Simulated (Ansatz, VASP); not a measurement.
**One calculation of Mn2FeN2, two programs**

```
Mn Fe N
1.0
     2.61512   -1.51510    0.00000
     2.61512    1.51510    0.00000
    -0.01474    0.00000    5.92731
Mn Fe N
2 1 2
Cartesian
  1.7412 0.0000 0.9894
  3.4743 0.0000 4.9379
  -0.0074 0.0000 2.9637
  1.7281 0.0000 4.3717
  3.4874 0.0000 1.5556
```

Alike in both runs: task single point; functional PBE; k mesh 6 × 6 × 4; occupations gaussian, width 0.1 eV; collinear spin.

|  | VASP | Ansatz |
| --- | --- | --- |
| version | VASP 6.6.1 | Ansatz 0.2.0 |
| potentials or method | VASP PAW PBE potentials, release 64 (Mn_pv, Fe, N), cutoff 520 eV | scalar-relativistic, plane waves, PAW |
| valence electrons in the cell | 44 | 56 |

Ansatz gave:

* gap on the k mesh at the Fermi level (eV): none
* pressure (GPa): -2.0
* traceless stress, the component that is largest in VASP (GPa): 1.52
* rms of the force components (eV/Å): 0.108
* net moment per atom (μB): 0.38
* size of the moment on the site where the two differ most (μB): 0.28

Which values does VASP return?

gap on the k mesh at the Fermi level (eV): none; pressure (GPa): -1.4; traceless stress, the component that is largest in VASP (GPa): 0.99; rms of the force components (eV/Å): 0.089; net moment per atom (μB): 0.37; size of the moment on the site where the two differ most (μB): 0.34.

Site moments also hang on the region over which each program counts them. Atom by atom the forces differ by 0.022 eV/Å (rms over components). A gap of «none» marks a metal or a gap that the smearing closes. With one functional, cell and mesh, what is left measures potentials, basis and numerics. VASP's potentials hold 44 valence electrons a cell and Ansatz's 56, so a difference there can come from the potentials and not from the codes. Ansatz's warnings: seeded moment not kept.

The k mesh is coarse, so the values compare programs but aren't converged.
